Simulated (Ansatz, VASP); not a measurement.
ZrIn2Se3: VASP beside Ansatz

```
Zr In Se
1.0
     3.51731    0.00000    0.00000
     0.00000    3.51731    0.00000
     0.00000    0.00000   11.23506
Zr In Se
1 2 3
Direct
  0.50000 0.50000 0.00000
  0.50000 0.50000 0.33965
  0.50000 0.50000 0.66035
  0.00000 0.00000 0.86487
  0.00000 0.00000 0.13513
  0.00000 0.00000 0.50000
```

Change from the starting cell: species swapped into the Li3Tl2Cd type (P4/mmm, No. 123).

Alike in both runs: functional PBE; k mesh 10 × 10 × 4; occupations gaussian, width 0.1 eV; no spin polarisation.

Ansatz relaxed the structure, and its values are those at the end. VASP's run is a single point on that final structure, the one shown.

|  | VASP | Ansatz |
| --- | --- | --- |
| version | VASP 6.6.1 | Ansatz 0.2.0 |
| potentials or method | VASP PAW PBE potentials, release 64 (Zr_sv, In_d, Se), cutoff 520 eV | scalar-relativistic, plane waves, PAW |
| valence electrons in the cell | 56 | 86 |

|  | VASP | Ansatz | Ansatz less VASP |
| --- | --- | --- | --- |
| gap on the k mesh at the Fermi level (eV) | none | none | - |
| pressure (GPa) | 0.0 | 0.0 | -0.04 |
| rms of the force components (eV/Å) | 0.005 | 0.001 | -0.0033 |

A gap of «none» marks a metal or a gap that the smearing closes. VASP's potentials hold 56 valence electrons a cell and Ansatz's 86, so a difference there can come from the potentials and not from the codes.
